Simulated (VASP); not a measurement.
# Si2W (P6_222) in VASP: a series of runs

The runs below take Si2W through single point, with r2SCAN.

Program: VASP 6.6.1. These are calculated values, not measurements. Logs are shortened: lines on timing, memory, paths and dates and some standing lists are left out, and cuts for length are marked.

### 1 The cell of the first run

It takes space group P6_222 (No. 180, hexagonal). The conventional cell has a = 4.397 Å, b = 4.397 Å, c = 7.138 Å, α = 90.00°, β = 90.00°, γ = 120.00°. Within 3.3 Å of Si (site symmetry 2) lie 9 Si at 2.49 to 3.27 Å and 5 W at 2.53 to 2.70 Å. W (site symmetry 222) has 10 Si at 2.53 to 2.70 Å and 4 W at 3.24 Å within 3.3 Å.

### 2 Single point, r2SCAN (strain -0.040 along x and y, +0.080 along z)

POSCAR reads:

```
Si2W
1.0
    4.3965022726      0.0000000000      0.0000000000
   -2.1982511363      3.8074826558      0.0000000000
    0.0000000000      0.0000000000      7.1378857951
Si W
6 3
Direct
    0.8364048210      0.6728096420      0.5000000000
    0.1635951790      0.8364048210      0.8333333333
    0.6728096420      0.8364048210      0.1666666667
    0.1635951790      0.3271903580      0.5000000000
    0.8364048210      0.1635951790      0.8333333333
    0.3271903580      0.1635951790      0.1666666667
    0.0000000000      0.5000000000      0.1666666667
    0.5000000000      0.5000000000      0.8333333333
    0.5000000000      0.0000000000      0.5000000000
```

INCAR.step1 reads:

```
SYSTEM = Si2W
PREC     = Accurate       ! precision mode
ENCUT    = 520            ! plane-wave cutoff, eV
ISMEAR   = 0              ! smearing method
SIGMA    = 0.03           ! smearing width, eV
LREAL    = .FALSE.        ! projectors in reciprocal space
LASPH    = .TRUE.         ! aspherical terms in the spheres
NELM     = 80             ! most SCF steps
NBANDS   = 43             ! bands
GGA      = PE             ! functional
ALGO     = Normal         ! electronic algorithm
EDIFF    = 1E-4           ! SCF threshold, eV
LWAVE    = .TRUE.         ! write WAVECAR
LCHARG   = .FALSE.        ! write CHGCAR
```

INCAR.step2 reads:

```
SYSTEM = Si2W
PREC     = Accurate       ! precision mode
ENCUT    = 520            ! plane-wave cutoff, eV
EDIFF    = 1E-7           ! SCF threshold, eV
ISMEAR   = 0              ! smearing method
SIGMA    = 0.03           ! smearing width, eV
LREAL    = .FALSE.        ! projectors in reciprocal space
LASPH    = .TRUE.         ! aspherical terms in the spheres
NELM     = 80             ! most SCF steps
ALGO     = Normal         ! electronic algorithm
ISIF     = 2              ! what is computed and relaxed
LWAVE    = .FALSE.        ! write WAVECAR
LCHARG   = .FALSE.        ! write CHGCAR
METAGGA  = R2SCAN         ! meta-GGA
LMIXTAU  = .TRUE.       
NBANDS   = 43             ! bands
ISTART   = 1
```

KPOINTS reads:

```
Automatic mesh
0
G
  12 12 6
  0 0 0
```

Potentials or basis: VASP PAW PBE potentials, release 64 (Si, W_sv).

On the command line:

```sh
> cat potpaw_PBE.64/Si/POTCAR potpaw_PBE.64/W_sv/POTCAR > POTCAR
> cp INCAR.step1 INCAR
> mpirun -np 1 vasp_std > vasp.out
> cp INCAR.step2 INCAR
> mpirun -np 1 vasp_std > vasp.out
```

OUTCAR:

```text
SYSTEM = Si2W
   PREC = Accurate
   ENCUT = 520
   EDIFF = 1E-7
   ISMEAR = 0
   LREAL = .FALSE.
   LASPH = .TRUE.
   NELM = 80
   ISIF = 2
   METAGGA = R2SCAN
   ISTART = 1

 ion  position               nearest neighbor table
   1  0.836  0.673  0.500-   4 2.49   9 2.53   9 2.53   9 2.56   4 2.56   4 2.56   2 2.69   3 2.69
                             7 2.70   8 2.70
   2  0.164  0.836  0.833-   5 2.49   8 2.53   8 2.53   8 2.56   5 2.56   5 2.56   1 2.69   6 2.69
                             9 2.70   7 2.70
   3  0.673  0.836  0.167-   6 2.49   7 2.53   7 2.53   7 2.56   6 2.56   6 2.56   1 2.69   5 2.69
                             9 2.70   8 2.70
   4  0.164  0.327  0.500-   1 2.49   9 2.53   9 2.53   9 2.56   1 2.56   1 2.56   5 2.69   6 2.69
                             7 2.70   8 2.70
   5  0.836  0.164  0.833-   2 2.49   8 2.53   8 2.53   8 2.56   2 2.56   2 2.56   4 2.69   3 2.69
                             9 2.70   7 2.70
   6  0.327  0.164  0.167-   3 2.49   7 2.53   7 2.53   7 2.56   3 2.56   3 2.56   4 2.69   2 2.69
                             9 2.70   8 2.70
   7  0.000  0.500  0.167-   6 2.53   3 2.53   6 2.53   3 2.53   3 2.56   6 2.56   4 2.70   1 2.70
                             5 2.70   2 2.70   9 3.24   9 3.24   8 3.24   8 3.24
   8  0.500  0.500  0.833-   5 2.53   2 2.53   2 2.53   5 2.53   2 2.56   5 2.56   4 2.70   1 2.70
                             3 2.70   6 2.70   9 3.24   9 3.24   7 3.24   7 3.24
   9  0.500  0.000  0.500-   4 2.53   1 2.53   4 2.53   1 2.53   4 2.56   1 2.56   3 2.70   6 2.70
                             5 2.70   2 2.70   7 3.24   8 3.24   8 3.24   7 3.24

  LATTYP: Found a hexagonal cell.
 ALAT       =     4.3965022726
 C/A-ratio  =     1.6235373832

  Lattice vectors:

 A1 = (   4.3965022726,   0.0000000000,   0.0000000000)
 A2 = (  -2.1982511363,   3.8074826558,   0.0000000000)
 A3 = (   0.0000000000,   0.0000000000,   7.1378857951)

Analysis of symmetry for initial positions (statically):
=====================================================================
 Subroutine PRICEL returns:
 Original cell was already a primitive cell.

 Routine SETGRP: Setting up the symmetry group for a
 hexagonal supercell.

 Subroutine GETGRP returns: Found 12 space group operations
 (whereof  4 operations were pure point group operations)
 out of a pool of 24 trial point group operations.

The static configuration has the point symmetry D_2 .
 The point group associated with its full space group is D_6 .

Analysis of symmetry for dynamics (positions and initial velocities):
=====================================================================
 Subroutine PRICEL returns:
 Original cell was already a primitive cell.

 Routine SETGRP: Setting up the symmetry group for a
 hexagonal supercell.

 Subroutine GETGRP returns: Found 12 space group operations
 (whereof  4 operations were pure point group operations)
 out of a pool of 24 trial point group operations.

The dynamic configuration has the point symmetry D_2 .
 The point group associated with its full space group is D_6 .

 Subroutine INISYM returns: Found 12 space group operations
 (whereof  4 operations are pure point group operations),
 and found     1 'primitive' translations

----------------------------------------------------------------------------------------

                                     Primitive cell

  volume of cell :     119.4854

  direct lattice vectors                    reciprocal lattice vectors
     4.396502273  0.000000000  0.000000000     0.227453539  0.131320362  0.000000000
    -2.198251136  3.807482656  0.000000000     0.000000000  0.262640724  0.000000000
     0.000000000  0.000000000  7.137885795     0.000000000  0.000000000  0.140097506

  length of vectors
     4.396502273  4.396502273  7.137885795     0.262640724  0.262640724  0.140097506

  position of ions in fractional coordinates (direct lattice)
     0.836404821  0.672809642  0.500000000
     0.163595179  0.836404821  0.833333333
     0.672809642  0.836404821  0.166666667
     0.163595179  0.327190358  0.500000000
     0.836404821  0.163595179  0.833333333
     0.327190358  0.163595179  0.166666667
     0.000000000  0.500000000  0.166666667
     0.500000000  0.500000000  0.833333333
     0.500000000  0.000000000  0.500000000

  ion indices of the primitive-cell ions
   primitive index   ion index
                 1           1
                 2           2
                 3           3
                 4           4
                 5           5
                 6           6
                 7           7
                 8           8
                 9           9

----------------------------------------------------------------------------------------

 KPOINTS: Automatic mesh

Automatic generation of k-mesh.
 Grid dimensions read from file:
 generate k-points for:   12   12    6

 Generating k-lattice:

  Cartesian coordinates                     Fractional coordinates (reciprocal lattice)
     0.018954462  0.010943363  0.000000000     0.083333333  0.000000000  0.000000000
     0.000000000  0.021886727  0.000000000     0.000000000  0.083333333  0.000000000
     0.000000000  0.000000000  0.023349584     0.000000000  0.000000000  0.166666667

  Length of vectors
     0.021886727  0.021886727  0.023349584

  Shift w.r.t. Gamma in fractional coordinates (k-lattice)
     0.000000000  0.000000000  0.000000000

 Subroutine IBZKPT returns following result:
 ===========================================

 Found     76 irreducible k-points:

 Following reciprocal coordinates:
            Coordinates               Weight
  0.000000  0.000000  0.000000      1.000000
  0.083333  0.000000  0.000000      6.000000
  0.166667  0.000000  0.000000      6.000000
  0.250000  0.000000  0.000000      6.000000
  0.333333  0.000000  0.000000      6.000000
  0.416667 -0.000000  0.000000      6.000000
[... 16 lines left out ...]
  0.250000  0.000000  0.166667     12.000000
  0.333333  0.000000  0.166667     12.000000
 [... further k-points ...]
   k-points           NKPTS =     76   k-points in BZ     NKDIM =     76   number of bands    NBANDS=     43
   number of dos      NEDOS =    301   number of ions     NIONS =      9
   total plane-waves  NPLWV =  69984
   dimension x,y,z NGX =    36 NGY =   36 NGZ =   54
   dimension x,y,z NGXF=    72 NGYF=   72 NGZF=  108
   ions per type =               6   3
   NGX,Y,Z   is equivalent  to a cutoff of  13.61, 13.61, 12.58 a.u.
   NGXF,Y,Z  is equivalent  to a cutoff of  27.23, 27.23, 25.15 a.u.
 SYSTEM =  Si2W
   PREC   = accura    normal or accurate (medium, high low for compatibility)
   ISTART =      1    job   : 0-new  1-cont  2-samecut
   ICHARG =      0    charge: 1-file 2-atom 10-const
   ISPIN  =      1    spin polarized calculation?
   LNONCOLLINEAR =      F non collinear calculations
   LSORBIT =      F    spin-orbit coupling
   LASPH  =      T    aspherical Exc in radial PAW
   ENCUT  =  520.0 eV  38.22 Ry    6.18 a.u.   8.17  8.17 13.27*2*pi/ulx,y,z
   NELM   =     80;   NELMIN=  2; NELMDL=  0     # of ELM steps
   EDIFF  = 0.1E-06   stopping-criterion for ELM
   LREAL  =      F    real-space projection
   EDIFFG = 0.1E-05   stopping-criterion for IOM
   NSW    =      0    number of steps for IOM
   IBRION =     -1    ionic relax: 0-MD 1-quasi-New 2-CG
   NFREE  =      0    steps in history (QN), initial steepest desc. (CG)
   ISIF   =      2    stress and relaxation
   ISYM   =      2    0-nonsym 1-usesym 2-fastsym
   POTIM  = 0.5000    time-step for ionic-motion
   TEBEG  =    0.0;   TEEND  =   0.0 temperature during run
   PSTRESS=    0.0 pullay stress
   NELECT =      66.0000    total number of electrons
   NUPDOWN=      -1.0000    fix difference up-down
   EMIN   =  10.00;   EMAX   =-10.00  energy-range for DOS
   EFERMI =   0.00;   METHOD = LEGACY
   ISMEAR =     0;   SIGMA  =   0.03  broadening in eV -4-tet -1-fermi 0-gaus
   EFERMI_NEDOS =   21; number of points for ismear=-14 and -15
   IALGO  =     38    algorithm
   IMIX   =      4    mixing-type and parameters
     AMIX     =   0.40;   BMIX     =  1.00
     AMIX_MAG =   1.60;   BMIX_MAG =  1.00
  volume/ion in A,a.u.               =      13.28        89.59
  Fermi-wavevector in a.u.,A,eV,Ry     =   1.343233  2.538341 24.548633  1.804274
  Thomas-Fermi vector in A             =   2.471323
   LORBIT       =      0    0 simple, 1 ext, 2 COOP (PROOUT), +10 PAW based schemes
   METAGGA = R2SCAN    functional components
   LHFCALC =     F    Hartree Fock is set to
   AEXX    =    0.0000 exact exchange contribution
   IVDW    =     0    specifies the selected vdW correction
   LEPSILON=     F    determine dielectric tensor
   LRPA    =     F    only Hartree local field effects (RPA)
 non-spin polarized calculation
 Gauss-broadening in eV      SIGMA  =   0.03
  energy-cutoff  :      520.00
  volume of cell :      119.49
 maximum number of plane-waves:      3250
 NGX is ok and might be reduce to    36
   NGX = 17   NGY = 17   NGZ = 27

 number of electron      65.9999999 magnetization

 Free energy of the ion-electron system (eV)
  ---------------------------------------------------
  ext. energy  EPLUGINS =         0.00000000
  ---------------------------------------------------
  free energy    TOTEN  =      -207.85686988 eV

  energy without entropy =     -207.85686988  energy(sigma->0) =     -207.85686988

 E-fermi :  12.0765     XC(G=0): -13.5758

 val. band max:       11.8949164719   @ k =   0.3333   0.3333   0.0000
 cond. band min:      12.5467851262   @ k =   0.5000   0.0000   0.0000
 fundamental gap:      0.6518686543
 Fermi energy:        12.0765472788

 k-point     1 :       0.0000    0.0000    0.0000
  band No.  band energies     occupation
      1     -63.5157      2.00000
      2     -63.5039      2.00000
      3     -63.5039      2.00000
      4     -27.3063      2.00000
      5     -27.3063      2.00000
      6     -27.2800      2.00000
[... 35 lines left out ...]
     42      16.0653      0.00000
     43      16.5366      0.00000
[... 1017 lines left out ...]
      3     -63.5033      2.00000
      4     -27.3396      2.00000
      5     -27.3152      2.00000
      6     -27.2508      2.00000
[... 35 lines left out ...]
     42      16.4785      0.00000
     43      17.2453      0.00000

 [... further k-points ...]

------------------------ aborting loop because EDIFF is reached ----------------------------------------

  FORCE on cell =-STRESS in cart. coord.  units (eV):
  Direction    XX          YY          ZZ          XY          YZ          ZX
  --------------------------------------------------------------------------------------
  -------------------------------------------------------------------------------------
  Total       11.5706633     11.5706633    -11.9577644      0.0000000      0.0000000      0.0000000
  in kB      155.1507963    155.1507963   -160.3414271      0.0000000      0.0000000      0.0000000
  external PRESSURE =      49.9867218 kB  Pullay stress =       0.0000000 kB

 VOLUME and BASIS-vectors are now :
 -----------------------------------------------------------------------------
  energy-cutoff  :      520.00
  volume of cell :      119.49
      direct lattice vectors                 reciprocal lattice vectors
     4.396502273  0.000000000  0.000000000     0.227453539  0.131320362  0.000000000
    -2.198251136  3.807482656  0.000000000     0.000000000  0.262640724  0.000000000
     0.000000000  0.000000000  7.137885795     0.000000000  0.000000000  0.140097506

 POSITION                                       TOTAL-FORCE (eV/Angst)
 -----------------------------------------------------------------------------------
      2.19825      2.56171      3.56894        -0.000000     -0.178998      0.000000
     -1.11938      3.18460      5.94824         0.155017     -0.089499     -0.000000
      1.11938      3.18460      1.18965        -0.155017     -0.089499     -0.000000
     -0.00000      1.24577      3.56894        -0.000000      0.178998      0.000000
      3.31763      0.62289      5.94824        -0.155017      0.089499     -0.000000
      1.07887      0.62289      1.18965         0.155017      0.089499      0.000000
     -1.09913      1.90374      1.18965        -0.000000     -0.000000      0.000000
      1.09913      1.90374      5.94824        -0.000000     -0.000000      0.000000
      2.19825      0.00000      3.56894        -0.000000     -0.000000      0.000000
 -----------------------------------------------------------------------------------
    total drift:                               -0.000000      0.000000      0.000000

  FREE ENERGIE OF THE ION-ELECTRON SYSTEM (eV)
  ---------------------------------------------------
  free  energy   TOTEN  =      -207.8568698772 eV

  energy  without entropy=     -207.8568698772  energy(sigma->0) =     -207.85686988
```

It took 18 min on 1 thread of Intel Xeon 6975P-C (Granite Rapids), shared host; peak memory 0.48 GiB.

Results:

* Free energy: -207.8569 eV
* Pressure: 5.0 GPa
* Largest force: 0.179 eV/Å
* Band gap on the k mesh: 0.65 eV (least direct gap 0.76 eV)

Forces in eV/Å, atoms in the order of the input:
```
Si   0.000 -0.179  0.000
Si   0.155 -0.089  0.000
Si  -0.155 -0.089  0.000
Si   0.000  0.179  0.000
Si  -0.155  0.089  0.000
Si   0.155  0.089  0.000
W    0.000  0.000  0.000
W    0.000  0.000  0.000
W    0.000  0.000  0.000
```

Stress tensor (GPa, compression positive):
```
 15.52   0.00   0.00
  0.00  15.52   0.00
  0.00   0.00 -16.03
```

Levels at points of the mesh, in eV from the valence-band top:
```
           k point  band 29  band 30  band 31  band 32  band 33  band 34  band 35  band 36  band 37  band 38
(0.00, 0.00, 0.00)    -2.17    -2.17    -1.61    -1.42    -0.64     2.97     2.97     2.99     3.26     3.42
(0.50, 0.00, 0.00)    -2.04    -1.74    -1.39    -1.22    -0.11     0.65     1.53     2.10     2.45     3.58
(0.00, 0.00, 0.50)    -1.40    -1.40    -1.27    -1.20    -1.20     2.21     2.92     2.92     3.04     3.27
(0.50, 0.00, 0.50)    -2.51    -2.38    -1.56    -0.49    -0.12     0.96     1.15     1.88     2.92     2.96
```

Caveat: the cell differs from its parent crystal (strain -0.040 along x and y, +0.080 along z); the cell stands under pressure; the PAW data sets were made with another functional, which shifts forces and pressure a little; spin-orbit coupling is left out, which moves the levels of the heavy elements.

### 3 Single point, r2SCAN (strain -0.080 along x and y, -0.080 along z)

POSCAR: that of step 2 with these lines changed.

```diff
@@ -2,5 +2,5 @@
 1.0
-    4.3965022726      0.0000000000      0.0000000000
-   -2.1982511363      3.8074826558      0.0000000000
-    0.0000000000      0.0000000000      7.1378857951
+    4.2133146779      0.0000000000      0.0000000000
+   -2.1066573390      3.6488375452      0.0000000000
+    0.0000000000      0.0000000000      6.0804212329
 Si W
```

INCAR.step1 reads:

```
PREC = Accurate
ENCUT = 520
ISMEAR = 0
SIGMA = 0.03
LREAL = False
LASPH = True
NELM = 60
NBANDS = 43
GGA = PE
ALGO = Normal
EDIFF = 1E-4
LWAVE = True
LCHARG = False
```

INCAR.step2 reads:

```
PREC = Accurate
ENCUT = 520
EDIFF = 1E-6
ISMEAR = 0
SIGMA = 0.03
LREAL = False
LASPH = True
NELM = 60
ALGO = Normal
ISIF = 2
LWAVE = False
LCHARG = False
METAGGA = R2SCAN
LMIXTAU = True
NBANDS = 43
ISTART = 1
```

KPOINTS reads:

```
Automatic mesh
0
Gamma
  12 12 6
```

Potentials or basis: VASP PAW PBE potentials, release 64 (Si, W_sv).

On the command line:

```sh
> cat potpaw_PBE.64/Si/POTCAR potpaw_PBE.64/W_sv/POTCAR > POTCAR
> cp INCAR.step1 INCAR
> mpirun -np 1 vasp_std > vasp.out
> cp INCAR.step2 INCAR
> mpirun -np 1 vasp_std > vasp.out
```

Run time: 9.1 min. Hardware: 1 thread of AMD EPYC 9R45 (Zen 5), shared host; peak memory 0.34 GiB.

It converged, with:

```yaml
Free_energy: -201.9242 eV
Pressure: 102.6 GPa
Largest_force: 0.176 eV/Å
Band_gap_on_the_k_mesh: zero (bands 33 and 34 overlap by 0.13 eV)
```

Forces on the atoms (eV/Å):
```
Si   0.000  0.176  0.000
Si  -0.153  0.088  0.000
Si   0.153  0.088  0.000
Si   0.000 -0.176  0.000
Si   0.153 -0.088  0.000
Si  -0.153 -0.088  0.000
W    0.000  0.000  0.000
W    0.000  0.000  0.000
W    0.000  0.000  0.000
```

Stress tensor (GPa, compression positive):
```
100.80   0.00   0.00
  0.00 100.80   0.00
  0.00   0.00 106.05
```

Levels at points of the mesh, in eV from the Fermi level:
```
           k point  band 31  band 32  band 33  band 34  band 35  band 36
(0.00, 0.00, 0.00)    -3.60    -2.93    -1.65     2.36     2.36     3.18
(0.50, 0.00, 0.00)    -2.54    -1.58    -1.13    -0.07     1.13     1.35
(0.00, 0.00, 0.50)    -2.81    -1.13    -1.13     2.00     2.67     2.67
(0.50, 0.00, 0.50)    -3.01    -1.77     0.07     1.09     1.72     2.22
```

Caveat: the cell differs from its parent crystal (strain -0.080 along x and y, -0.080 along z); the cell stands under pressure; the PAW data sets were made with another functional, which shifts forces and pressure a little; spin-orbit coupling is left out, which moves the levels of the heavy elements.
